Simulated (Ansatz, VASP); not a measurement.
**TiC in VASP and in Ansatz**

```
CELL_PARAMETERS angstrom
0.00000 2.16572 2.16572
2.16572 0.00000 2.16572
2.16572 2.16572 0.00000
ATOMIC_POSITIONS crystal
Ti 0.00000 0.00000 0.00000
C 0.50000 0.50000 0.50000
```

Alike in both runs: task single point; functional PBE; k mesh 11 × 11 × 11; occupations gaussian, width 0.011 eV; no spin polarisation.

```csv
,VASP,Ansatz
version,VASP 6.6.1,Ansatz 0.2.0
potentials or method,"VASP PAW PBE potentials, release 64 (Ti_sv, C)",Ansatz PAW
plane-wave cutoff (eV),520,420
valence electrons in the cell,16,16
```

|  | VASP | Ansatz | Ansatz less VASP |
| --- | --- | --- | --- |
| gap on the k mesh at the Fermi level (eV) | none | none | - |
| pressure (GPa) | 0.5 | 0.3 | -0.21 |

A gap of «none» marks a metal or a gap that the smearing closes. The functional is the same, so the differences come from potentials, cutoffs and numerics.
